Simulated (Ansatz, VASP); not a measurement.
## Rh: VASP beside Ansatz

```
Rh
1.0
    -0.28156    1.87704    1.87704
     1.87704   -0.28156    1.87704
     1.59548    1.59548    0.00000
Rh
1
Direct
  0.00000 0.00000 0.00000
```

Change from the starting cell: engineering shear strain xy -0.3000, equal normal strain along x and y +0.0000.

Alike in both runs: task single point; functional LDA; k mesh 20 × 20 × 20; occupations gaussian, width 0.15 eV; no spin polarisation.

|  | VASP | Ansatz |
| --- | --- | --- |
| version | VASP 6.6.1 | Ansatz 0.2.0 |
| potentials or method | VASP PAW LDA potentials, release 64 (Rh_pv), cutoff 520 eV | scalar-relativistic, plane waves, PAW |
| valence electrons in the cell | 15 | 17 |

|  | VASP | Ansatz | Ansatz less VASP |
| --- | --- | --- | --- |
| gap on the k mesh at the Fermi level (eV) | none | none | - |
| pressure (GPa) | 39.2 | 38.0 | -1.20 |
| traceless stress, the component that is largest in VASP (GPa) | 66.84 | 66.03 | -0.815 |

Ansatz warns that its potentials were made for another functional, while VASP's fit it. LDA's correlation is that of Perdew and Zunger in VASP and of Perdew and Wang (1992) in Ansatz. A gap of «none» marks a metal or a gap that the smearing closes. Both programs put the cell under a high pressure, so it lies far from rest at this level. VASP's potentials hold 15 valence electrons a cell and Ansatz's 17, so a difference there can come from the potentials and not from the codes.
